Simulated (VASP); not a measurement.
# Tl7Cl8 (a cell with a defect) in VASP: single point with PBE

Aim: the single point of Tl7Cl8 (a cell with a defect) with PBE.

All numbers are computed with VASP 6.6.1; they aren't measurements. Logs are shortened: lines on timing, memory, paths and dates and some standing lists are left out, and cuts for length are marked.

### 1 The cell of the first run

The cell holds a defect, 15 atoms: a = 7.679 Å, b = 7.679 Å, c = 7.679 Å, α = 90.00°, β = 90.00°, γ = 90.00°.

### 2 Single point, PBE

INCAR reads:

```
  PREC = Accurate
  ENCUT = 520
  EDIFF = 1E-6
  ISMEAR = 1
  SIGMA = 0.15
  LREAL = Auto
  LASPH = T
  NELM = 100
  ALGO = Normal
  ISIF = 2
  LWAVE = F
  LCHARG = F
  GGA = PE
  NBANDS = 86
```

KPOINTS reads:

```
regular mesh
0
Gamma
  2 2 2
```

POSCAR reads:

```
Tl7Cl8
1.0
    7.6785920000      0.0000000000      0.0000000000
    0.0000000000      7.6785920000      0.0000000000
    0.0000000000      0.0000000000      7.6785920000
Tl Cl
7 8
Direct
    0.0188491588      0.0003651711     -0.0008338768
    0.0072738596     -0.0005247056      0.4989602260
   -0.2495049874      0.4995969313     -0.0006613192
    0.0196124498      0.4994271085      0.5012856524
    0.4812881059     -0.0006505099     -0.0025668768
    0.4895460001     -0.0000316464      0.4975255880
    0.4820721038      0.4999574141      0.5032466890
    0.2504120547      0.2401381660      0.2597437134
    0.2494110899      0.2403280445      0.7406331786
    0.2502142320      0.7594745235      0.2597357693
    0.2493397227      0.7591687382      0.7406014019
    0.7505321288      0.2419490448      0.2576571330
    0.7498596097      0.2418798915      0.7421216025
    0.7502767434      0.7575159613      0.2576145470
    0.7498969863      0.7575795146      0.7421127467
```

Potentials or basis: VASP PAW PBE potentials, release 64 (Tl_d, Cl).

Command:

```sh
> cat potpaw_PBE.64/Tl_d/POTCAR potpaw_PBE.64/Cl/POTCAR > POTCAR
> mpirun -np 1 vasp_std > vasp.out
```

OUTCAR:

```text
PREC = Accurate
   ENCUT = 520
   EDIFF = 1E-6
   ISMEAR = 1
   LREAL = Auto
   LASPH = T
   NELM = 100
   ISIF = 2
   GGA = PE

 ion  position               nearest neighbor table
   1  0.019  0.000  0.999-   9 3.24  11 3.24   8 3.25  10 3.25   5 3.55   2 3.84   2 3.84   5 4.13

   2  0.007  0.999  0.499-  10 3.20   8 3.21  11 3.21   9 3.21  14 3.28  12 3.28  15 3.29  13 3.30
                             6 3.70   1 3.84   4 3.84   4 3.84   1 3.84   6 3.98
   3  0.750  0.500  0.999-  13 2.80  15 2.80  12 2.80  14 2.80
   4  0.020  0.499  0.501-   9 3.23  11 3.24   8 3.25  10 3.25   7 3.55   2 3.84   2 3.84   7 4.13

   5  0.481  0.999  0.997-  11 3.23   9 3.24  10 3.26   8 3.26  15 3.40  13 3.40   1 3.55   6 3.84
                             6 3.84   1 4.13
   6  0.490  1.000  0.498-   8 3.18  10 3.18   9 3.21  11 3.21  12 3.30  14 3.30  13 3.31  15 3.31
                             2 3.70   5 3.84   7 3.84   7 3.84   5 3.84   2 3.98
   7  0.482  0.500  0.503-  11 3.24   9 3.24  10 3.26   8 3.26  15 3.39  13 3.39   4 3.55   6 3.84
                             6 3.84   4 4.13
   8  0.250  0.240  0.260-   6 3.18   2 3.21   4 3.25   1 3.25   5 3.26   7 3.26
   9  0.249  0.240  0.741-   6 3.21   2 3.21   4 3.23   1 3.24   5 3.24   7 3.24
  10  0.250  0.759  0.260-   6 3.18   2 3.20   4 3.25   1 3.25   5 3.26   7 3.26
  11  0.249  0.759  0.741-   2 3.21   6 3.21   5 3.23   4 3.24   7 3.24   1 3.24
  12  0.751  0.242  0.258-   3 2.80   2 3.28   6 3.30
  13  0.750  0.242  0.742-   3 2.80   2 3.30   6 3.31   7 3.39   5 3.40
  14  0.750  0.758  0.258-   3 2.80   2 3.28   6 3.30
  15  0.750  0.758  0.742-   3 2.80   2 3.29   6 3.31   7 3.39   5 3.40

  LATTYP: Found a simple cubic cell.
 ALAT       =     7.6785920000

  Lattice vectors:

 A1 = (   7.6785920000,   0.0000000000,   0.0000000000)
 A2 = (   0.0000000000,   7.6785920000,   0.0000000000)
 A3 = (   0.0000000000,   0.0000000000,   7.6785920000)

Analysis of symmetry for initial positions (statically):
=====================================================================
 Subroutine PRICEL returns:
 Original cell was already a primitive cell.

 Routine SETGRP: Setting up the symmetry group for a
 simple cubic supercell.

 Subroutine GETGRP returns: Found  1 space group operations
 (whereof  1 operations were pure point group operations)
 out of a pool of 48 trial point group operations.

The static configuration has the point symmetry C_1 .

Analysis of symmetry for dynamics (positions and initial velocities):
=====================================================================
 Subroutine PRICEL returns:
 Original cell was already a primitive cell.

 Routine SETGRP: Setting up the symmetry group for a
 simple cubic supercell.

 Subroutine GETGRP returns: Found  1 space group operations
 (whereof  1 operations were pure point group operations)
 out of a pool of 48 trial point group operations.

The dynamic configuration has the point symmetry C_1 .

 Subroutine INISYM returns: Found  1 space group operations
 (whereof  1 operations are pure point group operations),
 and found     1 'primitive' translations

----------------------------------------------------------------------------------------

                                     Primitive cell

  volume of cell :     452.7357

  direct lattice vectors                    reciprocal lattice vectors
     7.678592000  0.000000000  0.000000000     0.130232209  0.000000000  0.000000000
     0.000000000  7.678592000  0.000000000     0.000000000  0.130232209  0.000000000
     0.000000000  0.000000000  7.678592000     0.000000000  0.000000000  0.130232209

  length of vectors
     7.678592000  7.678592000  7.678592000     0.130232209  0.130232209  0.130232209

  position of ions in fractional coordinates (direct lattice)
     0.018849159  0.000365171  0.999166123
     0.007273860  0.999475294  0.498960226
     0.750495013  0.499596931  0.999338681
     0.019612450  0.499427109  0.501285652
     0.481288106  0.999349490  0.997433123
[... 36 lines left out ...]

 Generating k-lattice:

  Cartesian coordinates                     Fractional coordinates (reciprocal lattice)
     0.065116105  0.000000000  0.000000000     0.500000000  0.000000000  0.000000000
     0.000000000  0.065116105  0.000000000     0.000000000  0.500000000  0.000000000
     0.000000000  0.000000000  0.065116105     0.000000000  0.000000000  0.500000000

  Length of vectors
     0.065116105  0.065116105  0.065116105

  Shift w.r.t. Gamma in fractional coordinates (k-lattice)
     0.000000000  0.000000000  0.000000000

 Subroutine IBZKPT returns following result:
 ===========================================

 Found      8 irreducible k-points:

 Following reciprocal coordinates:
            Coordinates               Weight
  0.000000  0.000000  0.000000      1.000000
  0.500000  0.000000  0.000000      1.000000
  0.000000  0.500000  0.000000      1.000000
  0.000000  0.000000  0.500000      1.000000
  0.500000  0.500000  0.000000      1.000000
  0.000000  0.500000  0.500000      1.000000
  0.500000  0.000000  0.500000      1.000000
  0.500000  0.500000  0.500000      1.000000
   k-points           NKPTS =      8   k-points in BZ     NKDIM =      8   number of bands    NBANDS=     86
   number of dos      NEDOS =    301   number of ions     NIONS =     15
   total plane-waves  NPLWV = 216000
   dimension x,y,z NGX =    60 NGY =   60 NGZ =   60
   dimension x,y,z NGXF=   120 NGYF=  120 NGZF=  120
   ions per type =               7   8
   NGX,Y,Z   is equivalent  to a cutoff of  12.99, 12.99, 12.99 a.u.
   NGXF,Y,Z  is equivalent  to a cutoff of  25.98, 25.98, 25.98 a.u.
 SYSTEM =  unknown system
   PREC   = accura    normal or accurate (medium, high low for compatibility)
   ISTART =      0    job   : 0-new  1-cont  2-samecut
   ICHARG =      2    charge: 1-file 2-atom 10-const
   ISPIN  =      1    spin polarized calculation?
   LNONCOLLINEAR =      F non collinear calculations
   LSORBIT =      F    spin-orbit coupling
   LASPH  =      T    aspherical Exc in radial PAW
   ENCUT  =  520.0 eV  38.22 Ry    6.18 a.u.  14.28 14.28 14.28*2*pi/ulx,y,z
   NELM   =    100;   NELMIN=  2; NELMDL= -5     # of ELM steps
   EDIFF  = 0.1E-05   stopping-criterion for ELM
   LREAL  =      T    real-space projection
   EDIFFG = 0.1E-04   stopping-criterion for IOM
   NSW    =      0    number of steps for IOM
   IBRION =     -1    ionic relax: 0-MD 1-quasi-New 2-CG
   NFREE  =      0    steps in history (QN), initial steepest desc. (CG)
   ISIF   =      2    stress and relaxation
   ISYM   =      2    0-nonsym 1-usesym 2-fastsym
   POTIM  = 0.5000    time-step for ionic-motion
   TEBEG  =    0.0;   TEEND  =   0.0 temperature during run
   PSTRESS=    0.0 pullay stress
   NELECT =     147.0000    total number of electrons
   NUPDOWN=      -1.0000    fix difference up-down
   EMIN   =  10.00;   EMAX   =-10.00  energy-range for DOS
   EFERMI =   0.00;   METHOD = LEGACY
   ISMEAR =     1;   SIGMA  =   0.15  broadening in eV -4-tet -1-fermi 0-gaus
   EFERMI_NEDOS =   21; number of points for ismear=-14 and -15
   IALGO  =     38    algorithm
   IMIX   =      4    mixing-type and parameters
     AMIX     =   0.40;   BMIX     =  1.00
     AMIX_MAG =   1.60;   BMIX_MAG =  1.00
  volume/ion in A,a.u.               =      30.18       203.68
  Fermi-wavevector in a.u.,A,eV,Ry     =   1.125207  2.126333 17.226205  1.266090
  Thomas-Fermi vector in A             =   2.261883
   LORBIT       =      0    0 simple, 1 ext, 2 COOP (PROOUT), +10 PAW based schemes
   GGA     = PE    functional components
   LHFCALC =     F    Hartree Fock is set to
   AEXX    =    0.0000 exact exchange contribution
   IVDW    =     0    specifies the selected vdW correction
   LEPSILON=     F    determine dielectric tensor
   LRPA    =     F    only Hartree local field effects (RPA)
 non-spin polarized calculation
 Methfessel and Paxton  Order N= 1 SIGMA  =   0.15
  energy-cutoff  :      520.00
  volume of cell :      452.74
 maximum number of plane-waves:     12216
 NGX is ok and might be reduce to    60
   NGX = 29   NGY = 29   NGZ = 29

 number of electron     147.0000024 magnetization

 Free energy of the ion-electron system (eV)
  ---------------------------------------------------
  ext. energy  EPLUGINS =         0.00000000
  ---------------------------------------------------
  free energy    TOTEN  =       -43.46156323 eV

  energy without entropy =      -43.46966004  energy(sigma->0) =      -43.46426217

 E-fermi :   2.0122     XC(G=0):  -8.6141

 val. band max:        1.9463495062   @ k =   0.0000   0.0000   0.0000
 cond. band min:       2.1208103972   @ k =   0.0000   0.5000   0.5000
 fundamental gap:      0.1744608910
 Fermi energy:         2.0121539982

 k-point     1 :       0.0000    0.0000    0.0000
  band No.  band energies     occupation
      1     -12.1837      2.00000
      2     -11.9374      2.00000
      3     -11.9338      2.00000
      4     -11.8711      2.00000
      5     -11.4593      2.00000
      6     -11.2829      2.00000
[... 693 lines left out ...]
     84       7.0621      0.00000
     85       7.1235      0.00000
 [bands above 85 left out]

------------------------ aborting loop because EDIFF is reached ----------------------------------------

  FORCE on cell =-STRESS in cart. coord.  units (eV):
  Direction    XX          YY          ZZ          XY          YZ          ZX
  --------------------------------------------------------------------------------------
  -------------------------------------------------------------------------------------
  Total        3.6031489      3.2977599      3.2963638     -0.0061400      0.0005342      0.0196764
  in kB       12.7511106     11.6703757     11.6654352     -0.0217288      0.0018906      0.0696323
  external PRESSURE =      12.0289738 kB  Pullay stress =       0.0000000 kB

 VOLUME and BASIS-vectors are now :
 -----------------------------------------------------------------------------
  energy-cutoff  :      520.00
  volume of cell :      452.74
      direct lattice vectors                 reciprocal lattice vectors
     7.678592000  0.000000000  0.000000000     0.130232209  0.000000000  0.000000000
     0.000000000  7.678592000  0.000000000     0.000000000  0.130232209  0.000000000
     0.000000000  0.000000000  7.678592000     0.000000000  0.000000000  0.130232209

 POSITION                                       TOTAL-FORCE (eV/Angst)
 -----------------------------------------------------------------------------------
      0.14473      0.00280      7.67219         0.000507     -0.002879      0.011605
      0.05585      7.67456      3.83131         0.024355     -0.001295     -0.005976
      5.76274      3.83620      7.67351         0.001482      0.004911      0.038354
      0.15060      3.83490      3.84917        -0.001518      0.001492     -0.017325
      3.69561      7.67360      7.65888         0.000319     -0.000147      0.014884
      3.75902      7.67835      3.82030        -0.018413     -0.001274     -0.004906
      3.70163      3.83897      3.86423        -0.003126      0.001059     -0.023102
      1.92281      1.84392      1.99447        -0.000843     -0.011611      0.013353
      1.91513      1.84538      5.68702         0.002900     -0.010754     -0.009190
      1.92129      5.83170      1.99441        -0.000961      0.012048      0.013966
      1.91458      5.82935      5.68678         0.003215      0.012078     -0.009949
      5.76303      1.85783      1.97844        -0.002975      0.029809     -0.029169
      5.75787      1.85730      5.69845        -0.001243      0.018253      0.018013
      5.76107      5.81666      1.97812        -0.002555     -0.031312     -0.030553
      5.75815      5.81714      5.69838        -0.001143     -0.020379      0.019997
 -----------------------------------------------------------------------------------
    total drift:                               -0.002412     -0.002552     -0.002297

  FREE ENERGIE OF THE ION-ELECTRON SYSTEM (eV)
  ---------------------------------------------------
  free  energy   TOTEN  =       -43.4615632259 eV

  energy  without entropy=      -43.4696600433  energy(sigma->0) =      -43.46426217
```

It took 5 min on 1 thread of Intel Xeon 6975P-C (Granite Rapids), shared host; peak memory 0.56 GiB.

What came out:

```yaml
Free_energy: -43.4616 eV
Pressure: 1.2 GPa
Largest_force: 0.044 eV/Å
Band_gap_on_the_k_mesh: zero (an odd number of electrons rules out a gap without spin polarisation)
```

Forces on the atoms (eV/Å):
```
Tl   0.001 -0.003  0.012
Tl   0.024 -0.001 -0.006
Tl   0.001  0.005  0.038
Tl  -0.002  0.001 -0.017
Tl   0.000  0.000  0.015
Tl  -0.018 -0.001 -0.005
Tl  -0.003  0.001 -0.023
Cl  -0.001 -0.012  0.013
Cl   0.003 -0.011 -0.009
Cl  -0.001  0.012  0.014
Cl   0.003  0.012 -0.010
Cl  -0.003  0.030 -0.029
Cl  -0.001  0.018  0.018
Cl  -0.003 -0.031 -0.031
Cl  -0.001 -0.020  0.020
```

Levels at points of the mesh, in eV from the Fermi level:
| k point | band 69 | band 70 | band 71 | band 72 | band 73 | band 74 | band 75 | band 76 | band 77 | band 78 |
| --- | --- | --- | --- | --- | --- | --- | --- | --- | --- | --- |
| (0.00, 0.00, 0.00) | -1.04 | -0.95 | -0.75 | -0.22 | -0.07 | 0.18 | 2.24 | 2.63 | 2.63 | 3.26 |
| (0.50, 0.00, 0.00) | -0.97 | -0.96 | -0.78 | -0.75 | -0.69 | 0.11 | 3.23 | 3.63 | 3.63 | 3.71 |
| (0.00, 0.50, 0.00) | -0.98 | -0.88 | -0.88 | -0.74 | -0.67 | -0.31 | 3.05 | 3.36 | 3.51 | 3.63 |
| (0.00, 0.00, 0.50) | -0.98 | -0.88 | -0.88 | -0.74 | -0.67 | -0.31 | 3.05 | 3.36 | 3.51 | 3.63 |
| (0.50, 0.50, 0.00) | -0.88 | -0.88 | -0.65 | -0.49 | -0.41 | -0.22 | 3.26 | 3.80 | 3.90 | 3.91 |
| (0.00, 0.50, 0.50) | -1.01 | -0.96 | -0.51 | -0.51 | -0.37 | 0.11 | 3.33 | 3.60 | 3.60 | 3.89 |
| (0.50, 0.00, 0.50) | -0.88 | -0.88 | -0.65 | -0.49 | -0.41 | -0.22 | 3.26 | 3.80 | 3.90 | 3.91 |
| (0.50, 0.50, 0.50) | -0.71 | -0.55 | -0.53 | -0.53 | -0.35 | 0.11 | 3.26 | 4.48 | 4.48 | 4.74 |

Caveat: the k points lie up to 0.41 Å⁻¹ apart, too coarse for converged energies and pressures of a metal; spin-orbit coupling is left out, which moves the levels of the heavy elements; an odd number of electrons without spin polarisation forces a metal; a magnetic or distorted state may lie lower.

The gap in the log of VASP goes by the Fermi energy; the results here count the filled bands.